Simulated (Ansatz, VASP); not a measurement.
# Ta: VASP beside Ansatz

INCAR

```
SYSTEM = Ta
  ALGO = Fast
  EDIFF = 1E-6
  ENCUT = 520
  GGA = PS
  ISIF = 2
  ISMEAR = 0
  LASPH = .TRUE.
  LCHARG = .FALSE.
  LREAL = .FALSE.
  LWAVE = .FALSE.
  NBANDS = 12
  NELM = 100
  PREC = Accurate
  SIGMA = 0.15
```

KPOINTS

```
k-points
0
G
  26 26 26
  0 0 0
```

Contents of POSCAR:

```
Ta
1.0
   -1.7714805432      1.7714805432      1.6402597622
    1.7714805432     -1.7714805432      1.6402597622
    1.7714805432      1.7714805432     -1.6402597622
Ta
1
Direct
    0.0000000000      0.0000000000      0.0000000000
```

Input for Ansatz:

```yaml
crystal:
  lattice:
    - [-1.7714805432, 1.7714805432, 1.6402597622]
    - [1.7714805432, -1.7714805432, 1.6402597622]
    - [1.7714805432, 1.7714805432, -1.6402597622]
  atoms:
    - { symbol: Ta, position: [0.0, 0.0, 0.0] }
basis:
  ecutwfc: 420
kpoints:
  mp_grid: { grid: [26, 26, 26] }
hamiltonian:
  xc: pbesol
scf:
  occupations: { method: gaussian, width: 0.15 }
output:
  forces: true
  stress: true
  eigenvalues: true
```

Change from the starting cell: strain +0.080 along x and y, +0.000 along z, atoms carried along.

Alike in both runs: task single point; functional PBEsol; k mesh 26 × 26 × 26; occupations gaussian, width 0.15 eV; no spin polarisation.

|  | VASP | Ansatz |
| --- | --- | --- |
| version | VASP 6.6.1 | Ansatz 0.2.0 |
| potentials or method | VASP PAW PBE potentials, release 64 (Ta_pv), cutoff 520 eV | scalar-relativistic, plane waves, PAW |
| valence electrons in the cell | 11 | 13 |

```tsv
	VASP	Ansatz	Ansatz less VASP
gap on the k mesh at the Fermi level (eV)	none	none	-
pressure (GPa)	-23.3	-23.3	+0.01
traceless stress, the component that is largest in VASP (GPa)	2.67	2.68	+0.010
```

VASP's potentials were made for PBE, not for PBEsol. A gap of «none» marks a metal or a gap that the smearing closes. The functional is the same, so the differences come from potentials, cutoffs and numerics. VASP's potentials hold 11 valence electrons a cell and Ansatz's 13, so a difference there can come from the potentials and not from the codes.

Neither program's run includes spin-orbit coupling.
